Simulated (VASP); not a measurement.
**Al: single point with PBE+D3(BJ)**

The system is Al.

```
Al
1.0
     3.01140    0.00000    0.00000
    -1.50570    2.60795    0.00000
     0.00000    0.00000    7.24500
Al
4
Direct
  0.00000 0.00000 0.00000
  0.33333 0.66667 0.25000
  0.00000 0.00000 0.50000
  0.66667 0.33333 0.75000
```

- Program: VASP 6.6.1
- Task: single point
- Functional: PBE
- Dispersion: D3(BJ)
- Potentials or basis: VASP PAW PBE potentials, release 64 (Al)
- Cutoff: 520 eV
- k mesh: 18 × 18 × 4
- Occupations: gaussian, width 0.15 eV
- Spin: no spin polarisation

```json
{
  "Pressure": "23.4 GPa",
  "Band gap on the k mesh": "zero (band 6 reaches 16.69 eV, above the bottom of band 7 at 6.97 eV)",
  "Dispersion energy per atom": "-0.393 eV"
}
```

Stress tensor (GPa, compression positive):
```
12.07  0.00  0.00
 0.00 12.07  0.00
 0.00  0.00 46.12
```

Levels at points of the mesh, in eV from the Fermi level:
```
           k point  band 4  band 5  band 6  band 7  band 8  band 9
(0.00, 0.00, 0.00)   -2.29   -0.32    7.02    7.02    7.53    7.53
(0.50, 0.00, 0.00)   -4.40   -3.88   -3.58    2.29    2.67    2.68
(0.00, 0.00, 0.50)   -6.00    4.39    4.39    7.51    7.51    7.51
(0.50, 0.00, 0.50)   -5.98   -1.34   -1.34   -0.43   -0.43    3.26
```

Wall time 44 s on 1 thread of Intel(R) Xeon(R) Platinum 8259CL CPU @ 2.50GHz (Skylake/Cascade Lake), on a shared host, peak memory 0.22 GiB.

Caveat: pairwise dispersion overbinds metals, which lowers pressure and volume.
